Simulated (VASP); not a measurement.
# TlCo (Cmcm) in VASP: notebook

The runs below take TlCo through single point, with r2SCAN.

Program: VASP 6.6.1. These are calculated values, not measurements. Logs are shortened: lines on timing, memory, paths and dates and some standing lists are left out, and cuts for length are marked.

## Step 1: The cell of the first run

The structure is orthorhombic, space group Cmcm (No. 63). The conventional cell has a = 3.787 Å, b = 10.423 Å, c = 4.319 Å, α = 90.00°, β = 90.00°, γ = 90.00°. Co (site symmetry m2m) has 2 Co at 2.63 Å and 7 Tl at 2.90 to 3.02 Å within 3.5 Å. Within 3.8 Å of Tl (site symmetry m2m) lie 7 Co at 2.90 to 3.02 Å and 8 Tl at 3.60 to 3.79 Å.

## Step 2: Single point, r2SCAN

Contents of POSCAR:

```
TlCo
1.0
    3.7870420000      0.0000000000      0.0000000000
    1.8935210000     -5.2114220000      0.0000000000
    0.0000000000      0.0000000000     -4.3192080000
Co Tl
2 2
Direct
    0.0724000000      0.8552000000      0.2500000000
    0.9276000000      0.1448000000      0.7500000000
    0.3617800000      0.2764400000      0.2500000000
    0.6382200000      0.7235600000      0.7500000000
```

Contents of INCAR.step1:

```
SYSTEM = TlCo
ALGO = Normal
EDIFF = 1E-4
ENCUT = 520
GGA = PE
ISMEAR = 1
LASPH = .TRUE.
LCHARG = .FALSE.
LREAL = .FALSE.
LWAVE = .TRUE.
NBANDS = 30
NELM = 80
PREC = Accurate
SIGMA = 0.0412
```

Contents of INCAR.step2:

```
SYSTEM = TlCo
ALGO = Normal
EDIFF = 1E-6
ENCUT = 520
ISIF = 2
ISMEAR = 1
ISTART = 1
LASPH = .TRUE.
LCHARG = .TRUE.
LELF = .TRUE.
LMIXTAU = .TRUE.
LREAL = .FALSE.
LVHAR = .TRUE.
LWAVE = .FALSE.
METAGGA = R2SCAN
NBANDS = 30
NELM = 80
PREC = Accurate
SIGMA = 0.0412
```

Contents of KPOINTS:

```
k-points
0
G
  5 5 4
  0 0 0
```

Potentials or basis: VASP PAW PBE potentials, release 64 (Co, Tl_d).

On the command line:

```sh
> cat potpaw_PBE.64/Co/POTCAR potpaw_PBE.64/Tl_d/POTCAR > POTCAR
> cp INCAR.step1 INCAR
> mpirun -np 1 vasp_std > vasp.out
> cp INCAR.step2 INCAR
> mpirun -np 1 vasp_std > vasp.out
```

OUTCAR:

```text
SYSTEM = TlCo
   EDIFF = 1E-6
   ENCUT = 520
   ISIF = 2
   ISMEAR = 1
   ISTART = 1
   LASPH = .TRUE.
   LREAL = .FALSE.
   METAGGA = R2SCAN
   NELM = 80
   PREC = Accurate

 ion  position               nearest neighbor table
   1  0.072  0.855  0.250-   2 2.63   2 2.63   3 2.90   3 2.90   4 2.95   4 2.95   4 2.95   4 2.95
                             3 3.02
   2  0.928  0.145  0.750-   1 2.63   1 2.63   4 2.90   4 2.90   3 2.95   3 2.95   3 2.95   3 2.95
                             4 3.02
   3  0.362  0.276  0.250-   1 2.90   1 2.90   2 2.95   2 2.95   2 2.95   2 2.95   1 3.02   4 3.60
                             4 3.60   4 3.70   4 3.70   4 3.70   4 3.70
   4  0.638  0.724  0.750-   2 2.90   2 2.90   1 2.95   1 2.95   1 2.95   1 2.95   2 3.02   3 3.60
                             3 3.60   3 3.70   3 3.70   3 3.70   3 3.70

  LATTYP: Found a base centered orthorhombic cell.
 ALAT       =     3.7870420000
 B/A-ratio  =     2.7522388186
 C/A-ratio  =     1.1405228672

  Lattice vectors:

 A1 = (   1.8935210000,   5.2114220000,   0.0000000000)
 A2 = (   1.8935210000,  -5.2114220000,   0.0000000000)
 A3 = (   0.0000000000,   0.0000000000,  -4.3192080000)

Analysis of symmetry for initial positions (statically):
=====================================================================
 Subroutine PRICEL returns:
 Original cell was already a primitive cell.

 Routine SETGRP: Setting up the symmetry group for a
 base centered orthorhombic supercell.

 Subroutine GETGRP returns: Found  8 space group operations
 (whereof  4 operations were pure point group operations)
 out of a pool of  8 trial point group operations.

The static configuration has the point symmetry C_2h.
 The point group associated with its full space group is D_2h.

Analysis of symmetry for dynamics (positions and initial velocities):
=====================================================================
 Subroutine PRICEL returns:
 Original cell was already a primitive cell.

 Routine SETGRP: Setting up the symmetry group for a
 base centered orthorhombic supercell.

 Subroutine GETGRP returns: Found  8 space group operations
 (whereof  4 operations were pure point group operations)
 out of a pool of  8 trial point group operations.

The dynamic configuration has the point symmetry C_2h.
 The point group associated with its full space group is D_2h.

 Subroutine INISYM returns: Found  8 space group operations
 (whereof  4 operations are pure point group operations),
 and found     1 'primitive' translations

----------------------------------------------------------------------------------------

                                     Primitive cell

  volume of cell :      85.2433

  direct lattice vectors                    reciprocal lattice vectors
     3.787042000  0.000000000  0.000000000     0.264058334  0.095943103  0.000000000
     1.893521000 -5.211422000  0.000000000     0.000000000 -0.191886207  0.000000000
     0.000000000  0.000000000 -4.319208000     0.000000000  0.000000000 -0.231523928

  length of vectors
     3.787042000  5.544757978  4.319208000     0.280948185  0.191886207  0.231523928

  position of ions in fractional coordinates (direct lattice)
     0.072400000  0.855200000  0.250000000
     0.927600000  0.144800000  0.750000000
     0.361780000  0.276440000  0.250000000
     0.638220000  0.723560000  0.750000000

  ion indices of the primitive-cell ions
   primitive index   ion index
                 1           1
                 2           2
                 3           3
                 4           4

----------------------------------------------------------------------------------------

 KPOINTS: k-points

Automatic generation of k-mesh.
 Grid dimensions read from file:
 generate k-points for:    5    5    4

 Generating k-lattice:

  Cartesian coordinates                     Fractional coordinates (reciprocal lattice)
     0.052811667  0.019188621  0.000000000     0.200000000 -0.000000000  0.000000000
     0.000000000 -0.038377241  0.000000000     0.000000000  0.200000000  0.000000000
     0.000000000  0.000000000 -0.057880982     0.000000000  0.000000000  0.250000000

  Length of vectors
     0.056189637  0.038377241  0.057880982

  Shift w.r.t. Gamma in fractional coordinates (k-lattice)
     0.000000000  0.000000000  0.000000000

 Subroutine IBZKPT returns following result:
 ===========================================

 Found     27 irreducible k-points:

 Following reciprocal coordinates:
            Coordinates               Weight
  0.000000  0.000000  0.000000      1.000000
  0.200000  0.000000  0.000000      4.000000
  0.400000  0.000000  0.000000      4.000000
  0.000000  0.200000  0.000000      2.000000
  0.400000  0.200000  0.000000      2.000000
 -0.400000  0.200000  0.000000      4.000000
[... 16 lines left out ...]
  0.400000  0.200000  0.500000      2.000000
 -0.400000  0.200000  0.500000      4.000000
 [... further k-points ...]
   k-points           NKPTS =     27   k-points in BZ     NKDIM =     27   number of bands    NBANDS=     30
   number of dos      NEDOS =    301   number of ions     NIONS =      4
   total plane-waves  NPLWV =  37632
   dimension x,y,z NGX =    28 NGY =   42 NGZ =   32
   dimension x,y,z NGXF=    56 NGYF=   84 NGZF=   64
   ions per type =               2   2
   NGX,Y,Z   is equivalent  to a cutoff of  12.29, 12.59, 12.32 a.u.
   NGXF,Y,Z  is equivalent  to a cutoff of  24.58, 25.19, 24.63 a.u.
 SYSTEM =  TlCo
   PREC   = accura    normal or accurate (medium, high low for compatibility)
   ISTART =      1    job   : 0-new  1-cont  2-samecut
   ICHARG =      0    charge: 1-file 2-atom 10-const
   ISPIN  =      1    spin polarized calculation?
   LNONCOLLINEAR =      F non collinear calculations
   LSORBIT =      F    spin-orbit coupling
   LASPH  =      T    aspherical Exc in radial PAW
   ENCUT  =  520.0 eV  38.22 Ry    6.18 a.u.   7.04 10.31  8.03*2*pi/ulx,y,z
   NELM   =     80;   NELMIN=  2; NELMDL=  0     # of ELM steps
   EDIFF  = 0.1E-05   stopping-criterion for ELM
   LREAL  =      F    real-space projection
   EDIFFG = 0.1E-04   stopping-criterion for IOM
   NSW    =      0    number of steps for IOM
   IBRION =     -1    ionic relax: 0-MD 1-quasi-New 2-CG
   NFREE  =      0    steps in history (QN), initial steepest desc. (CG)
   ISIF   =      2    stress and relaxation
   ISYM   =      2    0-nonsym 1-usesym 2-fastsym
   POTIM  = 0.5000    time-step for ionic-motion
   TEBEG  =    0.0;   TEEND  =   0.0 temperature during run
   PSTRESS=    0.0 pullay stress
   NELECT =      44.0000    total number of electrons
   NUPDOWN=      -1.0000    fix difference up-down
   EMIN   =  10.00;   EMAX   =-10.00  energy-range for DOS
   EFERMI =   0.00;   METHOD = LEGACY
   ISMEAR =     1;   SIGMA  =   0.04  broadening in eV -4-tet -1-fermi 0-gaus
   EFERMI_NEDOS =   21; number of points for ismear=-14 and -15
   IALGO  =     38    algorithm
   IMIX   =      4    mixing-type and parameters
     AMIX     =   0.40;   BMIX     =  1.00
     AMIX_MAG =   1.60;   BMIX_MAG =  1.00
  volume/ion in A,a.u.               =      21.31       143.81
  Fermi-wavevector in a.u.,A,eV,Ry     =   1.313224  2.481634 23.464035  1.724558
  Thomas-Fermi vector in A             =   2.443562
   LORBIT       =      0    0 simple, 1 ext, 2 COOP (PROOUT), +10 PAW based schemes
   METAGGA = R2SCAN    functional components
   LHFCALC =     F    Hartree Fock is set to
   AEXX    =    0.0000 exact exchange contribution
   IVDW    =     0    specifies the selected vdW correction
   LEPSILON=     F    determine dielectric tensor
   LRPA    =     F    only Hartree local field effects (RPA)
 non-spin polarized calculation
 Methfessel and Paxton  Order N= 1 SIGMA  =   0.04
  energy-cutoff  :      520.00
  volume of cell :       85.24
 maximum number of plane-waves:      2316
   NGX = 15   NGY = 21   NGZ = 17

 number of electron      44.0000002 magnetization

 Free energy of the ion-electron system (eV)
  ---------------------------------------------------
  ext. energy  EPLUGINS =         0.00000000
  ---------------------------------------------------
  free energy    TOTEN  =      -128.82024652 eV

  energy without entropy =     -128.81902632  energy(sigma->0) =     -128.81983979

 E-fermi :   6.2833     XC(G=0): -11.4910

 val. band max:        6.2830036770   @ k =   0.0000   0.2000   0.2500
 cond. band min:       6.2940840455   @ k =  -0.4000   0.2000   0.2500
 fundamental gap:      0.0110803685
 Fermi energy:         6.2832564447

 k-point     1 :       0.0000    0.0000    0.0000
  band No.  band energies     occupation
      1      -5.5249      2.00000
      2      -5.4790      2.00000
      3      -5.4158      2.00000
      4      -5.3851      2.00000
      5      -5.2884      2.00000
      6      -5.2458      2.00000
[... 22 lines left out ...]
     29      12.6635      0.00000
     30      12.6726      0.00000

 k-point     2 :       0.2000    0.0000    0.0000
  band No.  band energies     occupation
      1      -5.4870      2.00000
      2      -5.4698      2.00000
      3      -5.3559      2.00000
      4      -5.3342      2.00000
      5      -5.3207      2.00000
      6      -5.2708      2.00000
[... 22 lines left out ...]
     29      12.8536      0.00000
     30      15.4071      0.00000

 k-point     3 :       0.4000    0.0000    0.0000
  band No.  band energies     occupation
      1      -5.4619      2.00000
      2      -5.4571      2.00000
      3      -5.4063      2.00000
      4      -5.3721      2.00000
      5      -5.3292      2.00000
      6      -5.2586      2.00000
[... 22 lines left out ...]
     29      12.4595      0.00000
     30      13.0627      0.00000

 k-point     4 :       0.0000    0.2000    0.0000
  band No.  band energies     occupation
      1      -5.4923      2.00000
      2      -5.4640      2.00000
      3      -5.4387      2.00000
      4      -5.3362      2.00000
      5      -5.3164      2.00000
      6      -5.3019      2.00000
[... 616 lines left out ...]
     29      14.5006      0.00000
     30      14.5006      0.00000

 k-point    23 :       0.4000    0.2000    0.5000
  band No.  band energies     occupation
      1      -5.5333      2.00000
      2      -5.5333      2.00000
      3      -5.3510      2.00000
      4      -5.3510      2.00000
      5      -5.2852      2.00000
      6      -5.2852      2.00000
[... 22 lines left out ...]
     29      11.0497      0.00000
     30      11.0497      0.00000

 k-point    24 :      -0.4000    0.2000    0.5000
  band No.  band energies     occupation
      1      -5.4858      2.00000
      2      -5.4858      2.00000
      3      -5.4066      2.00000
      4      -5.4066      2.00000
      5      -5.2665      2.00000
      6      -5.2665      2.00000
[... 22 lines left out ...]
     29      13.2205      0.00000
     30      13.2205      0.00000

 [... further k-points ...]

------------------------ aborting loop because EDIFF is reached ----------------------------------------

  FORCE on cell =-STRESS in cart. coord.  units (eV):
  Direction    XX          YY          ZZ          XY          YZ          ZX
  --------------------------------------------------------------------------------------
  -------------------------------------------------------------------------------------
  Total       -5.4572695     -7.9745099     -8.5461945      0.0000000     -0.0000000      0.0000000
  in kB     -102.5712162   -149.8835946   -160.6286002      0.0000000     -0.0000000      0.0000000
  external PRESSURE =    -137.6944703 kB  Pullay stress =       0.0000000 kB

 VOLUME and BASIS-vectors are now :
 -----------------------------------------------------------------------------
  energy-cutoff  :      520.00
  volume of cell :       85.24
      direct lattice vectors                 reciprocal lattice vectors
     3.787042000  0.000000000  0.000000000     0.264058334  0.095943103  0.000000000
     1.893521000 -5.211422000  0.000000000     0.000000000 -0.191886207  0.000000000
     0.000000000  0.000000000 -4.319208000     0.000000000  0.000000000 -0.231523928

 POSITION                                       TOTAL-FORCE (eV/Angst)
 -----------------------------------------------------------------------------------
      1.89352     -4.45681     -1.07980         0.000000     -0.674095     -0.000000
      3.78704     -0.75461     -3.23941        -0.000000      0.674095      0.000000
      1.89352     -1.44065     -1.07980         0.000000      0.217032      0.000000
      3.78704     -3.77078     -3.23941         0.000000     -0.217032      0.000000
 -----------------------------------------------------------------------------------
    total drift:                               -0.000000      0.000000     -0.000000

  FREE ENERGIE OF THE ION-ELECTRON SYSTEM (eV)
  ---------------------------------------------------
  free  energy   TOTEN  =      -128.8202465165 eV

  energy  without entropy=     -128.8190263233  energy(sigma->0) =     -128.81983979
```

It took 4.2 min on 1 thread of Intel Xeon Platinum 8259CL at 2.50GHz (Skylake/Cascade Lake), shared host; peak memory 0.23 GiB.

Results:

```yaml
Free_energy: -128.8202 eV
Pressure: -13.8 GPa
Largest_force: 0.674 eV/Å
Band_gap_on_the_k_mesh: zero (bands 22 and 23 overlap by 0.09 eV)
```

Forces in eV/Å, atoms in the order of the input:
```
Co   0.000 -0.674  0.000
Co   0.000  0.674  0.000
Tl   0.000  0.217  0.000
Tl   0.000 -0.217  0.000
```

Levels at points of the mesh, in eV from the Fermi level:
```csv
k point,band 20,band 21,band 22,band 23,band 24,band 25
"(0.00, 0.00, 0.00)",-0.36,-0.11,-0.10,0.10,0.41,2.95
"(0.00, 0.00, 0.50)",-0.30,-0.20,-0.20,0.14,0.14,2.01
```

Caveat: the k points lie up to 0.36 Å⁻¹ apart; the PAW data sets were made with another functional, which shifts forces and pressure a little; spin-orbit coupling is left out, which moves the levels of the heavy elements; the run has no spin polarisation, though such a crystal can be magnetic. Spin polarisation is off, so any magnetic state and its effect on volume and gap are missing.

## Step 3: Single point, r2SCAN

POSCAR is that of step 2.

Contents of INCAR.step1:

```
PREC = Accurate
ENCUT = 520
ISMEAR = 1
SIGMA = 0.001
LREAL = False
LASPH = True
NELM = 100
NBANDS = 30
GGA = PE
ALGO = Normal
EDIFF = 1E-4
LWAVE = True
LCHARG = False
```

Contents of INCAR.step2:

```
PREC = Accurate
ENCUT = 520
EDIFF = 1E-6
ISMEAR = 1
SIGMA = 0.001
LREAL = False
LASPH = True
NELM = 100
ALGO = Normal
ISIF = 2
LWAVE = False
LCHARG = False
METAGGA = R2SCAN
LMIXTAU = True
NBANDS = 30
ISTART = 1
```

Contents of KPOINTS:

```
Automatic mesh
0
Gamma
  5 5 4
```

Potentials or basis: VASP PAW PBE potentials, release 64 (Co, Tl_d).

On the command line:

```sh
> cat potpaw_PBE.64/Co/POTCAR potpaw_PBE.64/Tl_d/POTCAR > POTCAR
> cp INCAR.step1 INCAR
> mpirun -np 1 vasp_std > vasp.out
> cp INCAR.step2 INCAR
> mpirun -np 1 vasp_std > vasp.out
```

Wall time 4.9 min (1 thread of Intel Xeon Platinum 8259CL at 2.50GHz (Skylake/Cascade Lake), shared host); peak memory 0.23 GiB.

The run converged. Its results:

| Item | Value |
| --- | --- |
| Free energy | -128.8197 eV |
| Pressure | -13.8 GPa |
| Largest force | 0.666 eV/Å |
| Band gap on the k mesh | zero (bands 22 and 23 overlap by 0.09 eV) |

Forces on the atoms (eV/Å):
```
Co   0.000 -0.666  0.000
Co   0.000  0.666  0.000
Tl   0.000  0.207  0.000
Tl   0.000 -0.207  0.000
```

Stress tensor (GPa, compression positive):
```
-10.48   0.00   0.00
  0.00 -14.96   0.00
  0.00   0.00 -16.03
```

Levels at points of the mesh, in eV from the Fermi level:
| k point | band 20 | band 21 | band 22 | band 23 | band 24 | band 25 |
| --- | --- | --- | --- | --- | --- | --- |
| (0.00, 0.00, 0.00) | -0.36 | -0.12 | -0.10 | 0.10 | 0.41 | 2.95 |
| (0.00, 0.00, 0.50) | -0.30 | -0.20 | -0.20 | 0.14 | 0.14 | 2.01 |

Caveat: the k points lie up to 0.36 Å⁻¹ apart; the PAW data sets were made with another functional, which shifts forces and pressure a little; spin-orbit coupling is left out, which moves the levels of the heavy elements; the run has no spin polarisation, though such a crystal can be magnetic. Spin polarisation is off, so any magnetic state and its effect on volume and gap are missing.
